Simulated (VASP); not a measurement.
# Se (R-3c) in VASP: notebook, part 2 of 2

VASP 6.6.1.

### 5 Relaxation of cell and atoms, PBE

INCAR reads:

```
SYSTEM = Se
ALGO = Normal
EDIFF = 1E-6
EDIFFG = -0.04
ENCUT = 600
GGA = PE
IBRION = 2
ISIF = 3
ISMEAR = 0
LASPH = .True.
LCHARG = .False.
LREAL = .False.
LWAVE = .False.
NELM = 80
NSW = 90
PREC = Accurate
SIGMA = 0.1
```

KPOINTS reads:

```
k-points
0
Gamma
  6 6 6
  0 0 0
```

POSCAR reads:

```
Se
1.0
    2.8610949600      1.6518539500      4.5214466900
   -2.8610949600      1.6518539500      4.5214466900
    0.0000000000     -3.3037079000      4.5214466900
Se
8
Direct
    0.5000000000      0.5000000000      0.5000000000
    0.0000000000      0.0000000000      0.0000000000
    0.4926577900      0.2500000000      0.0073422100
    0.0073422100      0.4926577900      0.2500000000
    0.2500000000      0.0073422100      0.4926577900
    0.5073422100      0.7500000000      0.9926577900
    0.9926577900      0.5073422100      0.7500000000
    0.7500000000      0.9926577900      0.5073422100
```

Potentials or basis: VASP PAW PBE potentials, release 64 (Se).

Launch:

```console
> cat potpaw_PBE.64/Se/POTCAR > POTCAR
> mpirun -np 1 vasp_std > vasp.out
```

OUTCAR:

```text
SYSTEM = Se
   EDIFF = 1E-6
   EDIFFG = -0.04
   ENCUT = 600
   GGA = PE
   IBRION = 2
   ISIF = 3
   ISMEAR = 0
   LASPH = .True.
   LREAL = .False.
   NELM = 80
   NSW = 90
   PREC = Accurate

 ion  position               nearest neighbor table
   1  0.500  0.500  0.500-   5 2.48   8 2.48   4 2.48   7 2.48   3 2.48   6 2.48
   2  0.000  0.000  0.000-   6 2.48   3 2.48   4 2.48   7 2.48   8 2.48   5 2.48
   3  0.493  0.250  0.007-   4 2.41   5 2.41   2 2.48   1 2.48
   4  0.007  0.493  0.250-   3 2.41   5 2.41   2 2.48   1 2.48
   5  0.250  0.007  0.493-   4 2.41   3 2.41   1 2.48   2 2.48
   6  0.507  0.750  0.993-   7 2.41   8 2.41   2 2.48   1 2.48
   7  0.993  0.507  0.750-   6 2.41   8 2.41   1 2.48   2 2.48
   8  0.750  0.993  0.507-   7 2.41   6 2.41   1 2.48   2 2.48

  LATTYP: Found a trigonal (rhomboedric) cell.
 ALAT       =     5.5998183952
 COS(alpha) =     0.4779084590

[... 1094 lines left out ...]

  energy  without entropy=      -24.9450429681  energy(sigma->0) =      -24.95956540

[... ionic steps 4 to 28 ...]

--------------------------------------- Ionic step       29  -------------------------------------------

 number of electron      48.0000008 magnetization

------------------------ aborting loop because EDIFF is reached ----------------------------------------
[... 79 lines left out ...]
--------------------------------------- Ionic step       31  -------------------------------------------

 number of electron      48.0000006 magnetization

 Free energy of the ion-electron system (eV)
  ---------------------------------------------------
  ext. energy  EPLUGINS =         0.00000000
  ---------------------------------------------------
  free energy    TOTEN  =       -25.65826255 eV

  energy without entropy =      -25.63963498  energy(sigma->0) =      -25.64894876

 E-fermi :   3.2813     XC(G=0):  -9.1039

 val. band max:        3.2425429116   @ k =   0.3333   0.3333   0.1667
 cond. band min:       3.2824493511   @ k =   0.5000   0.3333   0.1667
 fundamental gap:      0.0399064395
 Fermi energy:         3.2812877149

 k-point     1 :       0.0000    0.0000    0.0000
  band No.  band energies     occupation
      1     -12.5809      2.00000
      2     -11.7892      2.00000
      3      -9.8592      2.00000
      4      -9.2071      2.00000
      5      -8.9782      2.00000
      6      -8.9782      2.00000
[... 794 lines left out ...]
  FREE ENERGIE OF THE ION-ELECTRON SYSTEM (eV)
  ---------------------------------------------------
  free  energy   TOTEN  =       -25.6582625491 eV

  energy  without entropy=      -25.6396349803  energy(sigma->0) =      -25.64894876

 reached required accuracy - stopping structural energy minimisation
```

OSZICAR:

```text
N       E                     dE             d eps       ncg     rms          rms(c)
DAV:   1     0.297565973008E+03    0.29757E+03   -0.23848E+04  1856   0.168E+03
DAV:   2     0.641367216227E+01   -0.29115E+03   -0.28019E+03  2301   0.252E+02
DAV:   3    -0.176547161083E+02   -0.24068E+02   -0.22879E+02  2411   0.706E+01
[... 291 lines left out ...]
DAV:   1    -0.256586410219E+02   -0.45141E-03   -0.16704E-02  1856   0.567E-01    0.107E-01
DAV:   2    -0.256583761154E+02    0.26491E-03   -0.87425E-04  1976   0.137E-01    0.471E-02
DAV:   3    -0.256582672668E+02    0.10885E-03   -0.23534E-04  2138   0.631E-02    0.150E-02
DAV:   4    -0.256582625851E+02    0.46817E-05   -0.27401E-05  2436   0.217E-02    0.865E-03
DAV:   5    -0.256582625491E+02    0.35990E-07   -0.92182E-07  1299   0.529E-03
  31 F= -.25658263E+02 E0= -.25648949E+02  d E =-.326644E-02
```

CONTCAR:

```text
Se
   1.00000000000000
     3.0263925969037291    1.7472885857850831    6.6143968520143224
    -3.0263925969037300    1.7472885857850835    6.6143968520143224
    -0.0000000000000004   -3.4945771715701657    6.6143968520143224
  Se
     8
Direct
     0.5000000000000000    0.5000000000000000    0.5000000000000000
     0.0000000000000000    0.0000000000000000    0.0000000000000000
     0.4923695914089444    0.2500000000038403    0.0076304085872153
     0.0076304085948956    0.4923695914051046    0.2500000000000000
     0.2499999999961598    0.0076304085910556    0.4923695914127846
     0.5076304085910557    0.7499999999961600    0.9923695914127847
     0.9923695914051046    0.5076304085948955    0.7500000000000000
     0.7500000000038400    0.9923695914089444    0.5076304085872154

  0.00000000E+00  0.00000000E+00  0.00000000E+00
  0.00000000E+00  0.00000000E+00  0.00000000E+00
  0.00000000E+00  0.00000000E+00  0.00000000E+00
  0.00000000E+00  0.00000000E+00  0.00000000E+00
  0.00000000E+00  0.00000000E+00  0.00000000E+00
  0.00000000E+00  0.00000000E+00  0.00000000E+00
  0.00000000E+00  0.00000000E+00  0.00000000E+00
  0.00000000E+00  0.00000000E+00  0.00000000E+00
```

It took 21 min on 1 thread of Intel Xeon 6975P-C (Granite Rapids), shared host; peak memory 0.4 GiB.

What came out:

| Item | Value |
| --- | --- |
| Free energy | -25.6583 eV |
| Relaxed volume | 26.23 Å³/atom |
| Relaxed cell | a = 7.481 Å, b = 7.481 Å, c = 7.481 Å, α = 47.73°, β = 47.73°, γ = 47.73° |
| Space group after relaxing (to 0.1 Å) | R-3c (No. 167) |
| Energy gained by relaxing | 937.5 meV/atom |
| Ionic steps | 31 |
| Pressure after relaxing | -0.1 GPa |
| Largest force after relaxing | 0.039 eV/Å |
| Band gap on the k mesh | zero (bands 24 and 25 overlap by 0.73 eV) |

Forces in eV/Å, atoms in the order of the input:
```
Se   0.000  0.000  0.000
Se   0.000  0.000  0.000
Se  -0.020 -0.034  0.000
Se   0.039  0.000  0.000
Se  -0.020  0.034  0.000
Se   0.020  0.034  0.000
Se  -0.039  0.000  0.000
Se   0.020 -0.034  0.000
```

Stress tensor (GPa, compression positive):
```
-0.03  0.00  0.00
 0.00 -0.03  0.00
 0.00  0.00 -0.20
```

Step by step:
| step | energy change (eV) | largest force (eV/Å) | pressure (GPa) | volume (Å³) |
| --- | --- | --- | --- | --- |
| 1 | 0.0000 | 0.9573 | 53.04 | 128.21 |
| 2 | -3.5517 | 0.0243 | -10.07 | 253.26 |
| 3 | -6.8161 | 0.1596 | -0.49 | 183.73 |
| 4 | -6.8195 | 0.1566 | -0.03 | 182.49 |
| 5 | -6.8192 | 0.1537 | 0.43 | 181.28 |
| 6 | -6.8331 | 0.1939 | 0.39 | 181.89 |
| 7 | -6.8872 | 0.3378 | 0.31 | 183.68 |
| 8 | -7.0620 | 0.5057 | 0.53 | 187.15 |
| 9 | -7.2679 | 0.4635 | 2.83 | 193.64 |
| 10 | -7.2787 | 0.0108 | 1.82 | 191.79 |
| 11 | -7.2849 | 0.1670 | 2.20 | 192.56 |
| 12 | -7.2935 | 0.2054 | 2.10 | 193.52 |
| 13 | -7.3106 | 0.3268 | 1.85 | 196.40 |
| 14 | -7.3052 | 0.6081 | 1.52 | 202.20 |
| 15 | -7.3149 | 0.4367 | 1.69 | 198.78 |
| 16 | -7.3313 | 0.3433 | 1.20 | 200.06 |
| 17 | -7.3517 | 0.0854 | -0.17 | 203.91 |
| 18 | -7.3539 | 0.0816 | -0.16 | 203.91 |
| 19 | -7.3602 | 0.0686 | -0.13 | 203.90 |
| 20 | -7.3723 | 0.0438 | -0.08 | 203.87 |
| 21 | -7.3949 | 0.0004 | 0.03 | 203.76 |
| 22 | -7.4324 | 0.0716 | 0.26 | 203.37 |
| 23 | -7.4657 | 0.1523 | 0.86 | 201.90 |
| 24 | -7.4743 | 0.1598 | 0.66 | 202.95 |
| 25 | -7.4890 | 0.1821 | 0.11 | 206.05 |
| 26 | -7.4903 | 0.1921 | -0.11 | 207.36 |
| 27 | -7.4953 | 0.1173 | 0.11 | 207.36 |
| 28 | -7.4970 | 0.0422 | 0.33 | 207.35 |
| 29 | -7.4990 | 0.0413 | 0.17 | 208.32 |
| 30 | -7.5002 | 0.0384 | -0.14 | 210.23 |
| 31 | -7.5003 | 0.0391 | -0.09 | 209.86 |

Final structure:
```yaml
crystal:
  lattice:
    - [3.02639, 1.74729, 6.61440]
    - [-3.02639, 1.74729, 6.61440]
    - [0.00000, -3.49458, 6.61440]
  atoms:
    - { symbol: Se, position: [0.50000, 0.50000, 0.50000] }
    - { symbol: Se, position: [0.00000, 0.00000, 0.00000] }
    - { symbol: Se, position: [0.49237, 0.25000, 0.00763] }
    - { symbol: Se, position: [0.00763, 0.49237, 0.25000] }
    - { symbol: Se, position: [0.25000, 0.00763, 0.49237] }
    - { symbol: Se, position: [0.50763, 0.75000, 0.99237] }
    - { symbol: Se, position: [0.99237, 0.50763, 0.75000] }
    - { symbol: Se, position: [0.75000, 0.99237, 0.50763] }
```

Caveat: the volume moved by over 15 % at a fixed basis, so the end points are rough.

### 6 The runs side by side

| task | cell | cutoff (eV) | gap on the mesh (eV) | pressure (GPa) | largest force (eV/Å) |
| --- | --- | --- | --- | --- | --- |
| single point | a = 5.600 Å, angles 61.5°, 8 atoms, atomic positions A | 520 | none | 53.0 | 0.96 |
| single point | a = 7.314 Å, angles 49.5°, 8 atoms, atomic positions B | 520 | none | 0.2 | 0.01 |
| single point | a = 7.406 Å, angles 48.6°, 8 atoms, atomic positions B | 520 | none | 0.0 | 0.01 |
| relaxation of cell and atoms | relaxed from a = 5.600 Å, angles 61.5°, 8 atoms, atomic positions A | 600 | none | -0.1 | 0.04 |

Alike in all rows: level PBE; potentials or basis VASP PAW PBE potentials, release 64 (Se); no spin polarisation; k mesh 6 × 6 × 6; smearing gaussian 0.1 eV.

Caveats: the cell stands under pressure (at least some runs); the volume moved by over 15 % at a fixed basis, so the end points are rough (at least some runs).

Total energies depend on the potentials used, so only differences within one code and one set of settings carry meaning.
